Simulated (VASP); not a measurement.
# Au (Fm-3m) in VASP: a series of runs

The runs below take Au through single point, with PBE.

Everything below comes from runs of VASP 6.6.1. Logs are shortened: lines on timing, memory, paths and dates and some standing lists are left out, and cuts for length are marked.

**1. The cell of the first run**

The structure is cubic, space group Fm-3m (No. 225). Conventional cell: a = 3.764 Å, b = 3.764 Å, c = 3.764 Å, α = 90.00°, β = 90.00°, γ = 90.00°. Within 3.5 Å of Au (site symmetry m-3m) lie 12 Au at 2.66 Å.

**2. Single point, PBE (strain -0.080 along x and y, -0.080 along z)**

Input file INCAR:

```
SYSTEM = Au
ALGO = Normal
EDIFF = 1E-6
ENCUT = 520
GGA = PE
ISIF = 2
ISMEAR = 0
LASPH = .True.
LCHARG = .True.
LELF = .True.
LREAL = .False.
LVHAR = .True.
LWAVE = .False.
NBANDS = 12
NELM = 100
PREC = Accurate
SIGMA = 0.15
```

Input file KPOINTS:

```
k-points
0
Gamma
  20 20 20
  0 0 0
```

Input file POSCAR:

```
Au
1.0
    0.0000000000      1.8818600000      1.8818600000
    1.8818600000      0.0000000000      1.8818600000
    1.8818600000      1.8818600000      0.0000000000
Au
1
Direct
    0.0000000000      0.0000000000      0.0000000000
```

Potentials or basis: VASP PAW PBE potentials, release 64 (Au).

The run is started by

```console
$ cat potpaw_PBE.64/Au/POTCAR > POTCAR
$ mpirun -np 1 vasp_std > vasp.out
```

OUTCAR:

```text
SYSTEM = Au
   EDIFF = 1E-6
   ENCUT = 520
   GGA = PE
   ISIF = 2
   ISMEAR = 0
   LASPH = .True.
   LREAL = .False.
   NELM = 100
   PREC = Accurate

 ion  position               nearest neighbor table
   1  0.000  0.000  0.000-

  LATTYP: Found a face centered cubic cell.
 ALAT       =     3.7637200000

  Lattice vectors:

 A1 = (   0.0000000000,   1.8818600000,   1.8818600000)
 A2 = (   1.8818600000,   0.0000000000,   1.8818600000)
 A3 = (   1.8818600000,   1.8818600000,   0.0000000000)

Analysis of symmetry for initial positions (statically):
=====================================================================
 Subroutine PRICEL returns:
 Original cell was already a primitive cell.

 Routine SETGRP: Setting up the symmetry group for a
 face centered cubic supercell.

 Subroutine GETGRP returns: Found 48 space group operations
 (whereof 48 operations were pure point group operations)
 out of a pool of 48 trial point group operations.

The static configuration has the point symmetry O_h .

Analysis of symmetry for dynamics (positions and initial velocities):
=====================================================================
 Subroutine PRICEL returns:
 Original cell was already a primitive cell.

 Routine SETGRP: Setting up the symmetry group for a
 face centered cubic supercell.

 Subroutine GETGRP returns: Found 48 space group operations
 (whereof 48 operations were pure point group operations)
 out of a pool of 48 trial point group operations.

The dynamic configuration has the point symmetry O_h .

 Subroutine INISYM returns: Found 48 space group operations
 (whereof 48 operations are pure point group operations),
 and found     1 'primitive' translations

----------------------------------------------------------------------------------------

                                     Primitive cell

  volume of cell :      13.3288

  direct lattice vectors                    reciprocal lattice vectors
     0.000000000  1.881860000  1.881860000    -0.265694579  0.265694579  0.265694579
     1.881860000  0.000000000  1.881860000     0.265694579 -0.265694579  0.265694579
     1.881860000  1.881860000  0.000000000     0.265694579  0.265694579 -0.265694579

  length of vectors
     2.661351934  2.661351934  2.661351934     0.460196510  0.460196510  0.460196510

  position of ions in fractional coordinates (direct lattice)
     0.000000000  0.000000000  0.000000000

  ion indices of the primitive-cell ions
   primitive index   ion index
                 1           1

----------------------------------------------------------------------------------------

 KPOINTS: k-points

Automatic generation of k-mesh.
 Grid dimensions read from file:
 generate k-points for:   20   20   20

 Generating k-lattice:

  Cartesian coordinates                     Fractional coordinates (reciprocal lattice)
    -0.013284729  0.013284729  0.013284729     0.050000000  0.000000000  0.000000000
     0.013284729 -0.013284729  0.013284729     0.000000000  0.050000000  0.000000000
     0.013284729  0.013284729 -0.013284729     0.000000000  0.000000000  0.050000000

  Length of vectors
     0.023009825  0.023009825  0.023009825

  Shift w.r.t. Gamma in fractional coordinates (k-lattice)
     0.000000000  0.000000000  0.000000000

 Subroutine IBZKPT returns following result:
 ===========================================

 Found    256 irreducible k-points:

 Following reciprocal coordinates:
            Coordinates               Weight
  0.000000  0.000000  0.000000      1.000000
  0.050000  0.000000  0.000000      8.000000
  0.100000  0.000000  0.000000      8.000000
  0.150000  0.000000  0.000000      8.000000
  0.200000  0.000000  0.000000      8.000000
  0.250000  0.000000  0.000000      8.000000
[... 16 lines left out ...]
 -0.400000  0.050000  0.000000     24.000000
 -0.350000  0.050000  0.000000     24.000000
 [... further k-points ...]
   k-points           NKPTS =    256   k-points in BZ     NKDIM =    256   number of bands    NBANDS=     12
   number of dos      NEDOS =    301   number of ions     NIONS =      1
   total plane-waves  NPLWV =   8000
   dimension x,y,z NGX =    20 NGY =   20 NGZ =   20
   dimension x,y,z NGXF=    40 NGYF=   40 NGZF=   40
   ions per type =               1
   NGX,Y,Z   is equivalent  to a cutoff of  12.49, 12.49, 12.49 a.u.
   NGXF,Y,Z  is equivalent  to a cutoff of  24.99, 24.99, 24.99 a.u.
 SYSTEM =  Au
   PREC   = accura    normal or accurate (medium, high low for compatibility)
   ISTART =      0    job   : 0-new  1-cont  2-samecut
   ICHARG =      2    charge: 1-file 2-atom 10-const
   ISPIN  =      1    spin polarized calculation?
   LNONCOLLINEAR =      F non collinear calculations
   LSORBIT =      F    spin-orbit coupling
   LASPH  =      T    aspherical Exc in radial PAW
   ENCUT  =  520.0 eV  38.22 Ry    6.18 a.u.   4.95  4.95  4.95*2*pi/ulx,y,z
   NELM   =    100;   NELMIN=  2; NELMDL= -5     # of ELM steps
   EDIFF  = 0.1E-05   stopping-criterion for ELM
   LREAL  =      F    real-space projection
   EDIFFG = 0.1E-04   stopping-criterion for IOM
   NSW    =      0    number of steps for IOM
   IBRION =     -1    ionic relax: 0-MD 1-quasi-New 2-CG
   NFREE  =      0    steps in history (QN), initial steepest desc. (CG)
   ISIF   =      2    stress and relaxation
   ISYM   =      2    0-nonsym 1-usesym 2-fastsym
   POTIM  = 0.5000    time-step for ionic-motion
   TEBEG  =    0.0;   TEEND  =   0.0 temperature during run
   PSTRESS=    0.0 pullay stress
   NELECT =      11.0000    total number of electrons
   NUPDOWN=      -1.0000    fix difference up-down
   EMIN   =  10.00;   EMAX   =-10.00  energy-range for DOS
   EFERMI =   0.00;   METHOD = LEGACY
   ISMEAR =     0;   SIGMA  =   0.15  broadening in eV -4-tet -1-fermi 0-gaus
   EFERMI_NEDOS =   21; number of points for ismear=-14 and -15
   IALGO  =     38    algorithm
   IMIX   =      4    mixing-type and parameters
     AMIX     =   0.40;   BMIX     =  1.00
     AMIX_MAG =   1.60;   BMIX_MAG =  1.00
  volume/ion in A,a.u.               =      13.33        89.95
  Fermi-wavevector in a.u.,A,eV,Ry     =   1.535589  2.901843 32.083008  2.358035
  Thomas-Fermi vector in A             =   2.642357
   LORBIT       =      0    0 simple, 1 ext, 2 COOP (PROOUT), +10 PAW based schemes
   GGA     = PE    functional components
   LHFCALC =     F    Hartree Fock is set to
   AEXX    =    0.0000 exact exchange contribution
   IVDW    =     0    specifies the selected vdW correction
   LEPSILON=     F    determine dielectric tensor
   LRPA    =     F    only Hartree local field effects (RPA)
 non-spin polarized calculation
 Gauss-broadening in eV      SIGMA  =   0.15
  energy-cutoff  :      520.00
  volume of cell :       13.33
 maximum number of plane-waves:       370
   NGX =  9   NGY =  9   NGZ =  9

 number of electron      11.0000002 magnetization

 Free energy of the ion-electron system (eV)
  ---------------------------------------------------
  ext. energy  EPLUGINS =         0.00000000
  ---------------------------------------------------
  free energy    TOTEN  =        -2.19809249 eV

  energy without entropy =       -2.19522872  energy(sigma->0) =       -2.19666061

 E-fermi :  14.3696     XC(G=0): -14.2348

 val. band max:       14.3224015009   @ k =  -0.2000   0.3000   0.1000
 cond. band min:      14.4005520225   @ k =   0.5000   0.3000   0.1500
 fundamental gap:      0.0781505216
 Fermi energy:        14.3695947630

 k-point     1 :       0.0000    0.0000    0.0000
  band No.  band energies     occupation
      1       1.4129      2.00000
      2       7.9037      2.00000
      3       7.9037      2.00000
      4       7.9037      2.00000
      5      10.2253      2.00000
      6      10.2253      2.00000
      7      27.9994      0.00000
      8      33.4538      0.00000
      9      33.4538      0.00000
     10      33.4538      0.00000
     11      39.2475      0.00000
     12      47.4122      0.00000

 k-point     2 :       0.0500    0.0000    0.0000
  band No.  band energies     occupation
      1       1.5237      2.00000
      2       7.8554      2.00000
      3       7.9482      2.00000
      4       7.9482      2.00000
      5      10.2001      2.00000
      6      10.2001      2.00000
      7      28.1736      0.00000
      8      32.8605      0.00000
      9      33.6263      0.00000
     10      33.6263      0.00000
     11      39.9244      0.00000
     12      45.9124      0.00000

 k-point     3 :       0.1000    0.0000    0.0000
  band No.  band energies     occupation
      1       1.8475      2.00000
      2       7.7284      2.00000
      3       8.0678      2.00000
      4       8.0678      2.00000
      5      10.1420      2.00000
      6      10.1420      2.00000
      7      28.6593      0.00000
      8      31.5671      0.00000
      9      34.1320      0.00000
     10      34.1320      0.00000
     11      41.1008      0.00000
     12      43.9618      0.00000

 k-point     4 :       0.1500    0.0000    0.0000
  band No.  band energies     occupation
      1       2.3533      2.00000
      2       7.5774      2.00000
      3       8.2169      2.00000
      4       8.2169      2.00000
      5      10.1060      2.00000
      6      10.1060      2.00000
      7      29.3295      0.00000
      8      30.0680      0.00000
      9      34.9350      0.00000
     10      34.9350      0.00000
     11      40.1713      0.00000
     12      43.2041      0.00000

 k-point     5 :       0.2000    0.0000    0.0000
  band No.  band energies     occupation
      1       2.9744      2.00000
      2       7.4966      2.00000
      3       8.3165      2.00000
      4       8.3165      2.00000
      5      10.1801      2.00000
      6      10.1801      2.00000
      7      28.4943      0.00000
      8      29.9063      0.00000
      9      35.9634      0.00000
     10      35.9634      0.00000
     11      38.5333      0.00000
     12      41.1574      0.00000
[... 228 lines left out ...]
      1       4.3177      2.00000
      2       7.7495      2.00000
      3       7.8993      2.00000
      4      10.9666      2.00000
      5      12.0722      2.00000
      6      13.0702      2.00000
      7      18.9150      0.00000
      8      27.7027      0.00000
      9      32.8310      0.00000
     10      32.8753      0.00000
     11      42.9573      0.00000
     12      43.2154      0.00000

 k-point    22 :      -0.4500    0.0500    0.0000
  band No.  band energies     occupation
      1       4.3221      2.00000
      2       7.7703      2.00000
      3       7.8983      2.00000
      4      10.9144      2.00000
      5      11.9350      2.00000
      6      12.9945      2.00000
      7      19.1596      0.00000
      8      27.7435      0.00000
      9      32.6576      0.00000
     10      33.2271      0.00000
     11      42.6585      0.00000
     12      43.1795      0.00000

 k-point    23 :      -0.4000    0.0500    0.0000
  band No.  band energies     occupation
      1       4.3397      2.00000
      2       7.8500      2.00000
      3       7.9564      2.00000
      4      10.2544      2.00000
      5      11.6139      2.00000
      6      12.4654      2.00000
      7      20.5453      0.00000
      8      28.0280      0.00000
      9      32.9699      0.00000
     10      34.0809      0.00000
     11      41.4296      0.00000
     12      42.6925      0.00000

 k-point    24 :      -0.3500    0.0500    0.0000
  band No.  band energies     occupation
      1       4.3298      2.00000
      2       7.9740      2.00000
      3       8.0661      2.00000
      4       9.2339      2.00000
      5      11.1689      2.00000
      6      11.9266      2.00000
      7      22.4197      0.00000
      8      28.5496      0.00000
      9      33.6886      0.00000
     10      35.3826      0.00000
     11      39.7890      0.00000
     12      41.6021      0.00000

 [... further k-points ...]

------------------------ aborting loop because EDIFF is reached ----------------------------------------

  FORCE on cell =-STRESS in cart. coord.  units (eV):
  Direction    XX          YY          ZZ          XY          YZ          ZX
  --------------------------------------------------------------------------------------
  -------------------------------------------------------------------------------------
  Total        8.1854737      8.1854737      8.1854737      0.0000000      0.0000000      0.0000000
  in kB      983.9260742    983.9260742    983.9260742      0.0000000      0.0000000      0.0000000
  external PRESSURE =     983.9260742 kB  Pullay stress =       0.0000000 kB

 VOLUME and BASIS-vectors are now :
 -----------------------------------------------------------------------------
  energy-cutoff  :      520.00
  volume of cell :       13.33
      direct lattice vectors                 reciprocal lattice vectors
     0.000000000  1.881860000  1.881860000    -0.265694579  0.265694579  0.265694579
     1.881860000  0.000000000  1.881860000     0.265694579 -0.265694579  0.265694579
     1.881860000  1.881860000  0.000000000     0.265694579  0.265694579 -0.265694579

 POSITION                                       TOTAL-FORCE (eV/Angst)
 -----------------------------------------------------------------------------------
      0.00000      0.00000      0.00000        -0.000000     -0.000000     -0.000000
 -----------------------------------------------------------------------------------
    total drift:                                0.000000     -0.000000      0.000000

  FREE ENERGIE OF THE ION-ELECTRON SYSTEM (eV)
  ---------------------------------------------------
  free  energy   TOTEN  =        -2.1980924871 eV

  energy  without entropy=       -2.1952287232  energy(sigma->0) =       -2.19666061
```

Wall time 27 s (1 thread of Intel Xeon Platinum 8488C (Sapphire Rapids), shared host); peak memory 0.15 GiB.

Results:

- Free energy: -2.1981 eV
- Pressure: 98.4 GPa
- Band gap on the k mesh: zero (an odd number of electrons rules out a gap without spin polarisation)

Caveat: the cell differs from its parent crystal (strain -0.080 along x and y, -0.080 along z); the cell stands under pressure; spin-orbit coupling is left out, which moves the levels of the heavy elements.

**3. Single point, PBE (strain -0.040 along x and y, -0.040 along z)**

Input file INCAR:

```
SYSTEM = Au
  PREC = Accurate
  ENCUT = 520
  EDIFF = 1E-6
  ISMEAR = 0
  SIGMA = 0.15
  LREAL = .False.
  LASPH = .True.
  NELM = 60
  ALGO = Fast
  ISIF = 2
  LWAVE = .False.
  LCHARG = .False.
  GGA = PE
  NBANDS = 12
```

Input file KPOINTS:

```
Automatic mesh
0
Gamma
  20 20 20
  0 0 0
```

Input file POSCAR:

```
Au
1.0
    0.0000000000      1.9636800000      1.9636800000
    1.9636800000      0.0000000000      1.9636800000
    1.9636800000      1.9636800000      0.0000000000
Au
1
Direct
    0.0000000000      0.0000000000      0.0000000000
```

Potentials or basis: VASP PAW PBE potentials, release 64 (Au).

The run is started by

```console
$ cat potpaw_PBE.64/Au/POTCAR > POTCAR
$ mpirun -np 1 vasp_std > vasp.out
```

It took 36 s on 1 thread of Intel Xeon Platinum 8488C (Sapphire Rapids), shared host; peak memory 0.18 GiB.

It converged, with:

```yaml
Free_energy: -2.9390 eV
Pressure: 39.0 GPa
Band_gap_on_the_k_mesh: zero (an odd number of electrons rules out a gap without spin polarisation)
```

Levels at points of the mesh, in eV from the Fermi level:
```
           k point  band 3  band 4  band 5  band 6  band 7  band 8  band 9  band 10
(0.00, 0.00, 0.00)   -5.42   -5.42   -3.56   -3.56   14.24   18.93   18.93    18.93
(0.50, 0.00, 0.00)   -5.48   -2.08   -2.08   -1.56    3.74   13.73   17.96    17.96
(0.50, 0.50, 0.00)   -2.13   -1.68   -1.68    0.65    6.78   10.30   10.30    18.52
```

Caveat: the cell differs from its parent crystal (strain -0.040 along x and y, -0.040 along z); the cell stands under pressure; spin-orbit coupling is left out, which moves the levels of the heavy elements.

**4. Single point, PBE (strain +0.040 along x and y, +0.040 along z)**

Input file INCAR:

```
SYSTEM = Au
ALGO = Normal
EDIFF = 1E-6
ENCUT = 520
GGA = PE
ISIF = 2
ISMEAR = 0
LASPH = .TRUE.
LCHARG = .FALSE.
LREAL = .FALSE.
LWAVE = .FALSE.
NBANDS = 12
NELM = 80
PREC = Accurate
SIGMA = 0.15
```

Input file KPOINTS:

```
k-points
0
G
  20 20 20
  0 0 0
```

Input file POSCAR:

```
Au
1.0
    0.0000000000      2.1273200000      2.1273200000
    2.1273200000      0.0000000000      2.1273200000
    2.1273200000      2.1273200000      0.0000000000
Au
1
Direct
    0.0000000000      0.0000000000      0.0000000000
```

The run is started by

```console
$ cat potpaw_PBE.64/Au/POTCAR > POTCAR
$ mpirun -np 1 vasp_std > vasp.out
```

It took 28 s on 1 thread of Intel Xeon Platinum 8488C (Sapphire Rapids), shared host; peak memory 0.18 GiB.

The run converged. Its results:

```yaml
Free_energy: -3.1884 eV
Pressure: -8.0 GPa
Band_gap_on_the_k_mesh: zero (an odd number of electrons rules out a gap without spin polarisation)
```

Levels at points of the mesh, in eV from the Fermi level:
```tsv
k point	band 3	band 4	band 5	band 6	band 7	band 8	band 9	band 10
(0.00, 0.00, 0.00)	-4.05	-4.05	-2.84	-2.84	14.65	17.95	17.95	17.95
(0.50, 0.00, 0.00)	-4.08	-1.87	-1.87	-0.37	2.50	14.08	16.23	16.23
(0.50, 0.50, 0.00)	-1.91	-1.61	-1.61	1.39	4.88	9.69	9.69	15.96
```

Caveat: the cell differs from its parent crystal (strain +0.040 along x and y, +0.040 along z); the cell stands under tension; spin-orbit coupling is left out, which moves the levels of the heavy elements.

**5. The runs side by side**

```csv
cell,gap on the mesh (eV),pressure (GPa)
"a = 2.661 Å, angles 60.0°, 1 atom",none,98.4
"a = 2.777 Å, angles 60.0°, 1 atom",none,39.0
"a = 3.008 Å, angles 60.0°, 1 atom",none,-8.0
```

Alike in all rows: task single point; level PBE; potentials or basis VASP PAW PBE potentials, release 64 (Au); no spin polarisation; k mesh 20 × 20 × 20; cutoff (eV) 520; smearing gaussian 0.15 eV.

Caveats: spin-orbit coupling is left out, which moves the levels of the heavy elements; the cell stands under pressure (at least some runs); the cell stands under tension (at least some runs).

Total energies depend on the potentials used, so only differences within one code and one set of settings carry meaning.
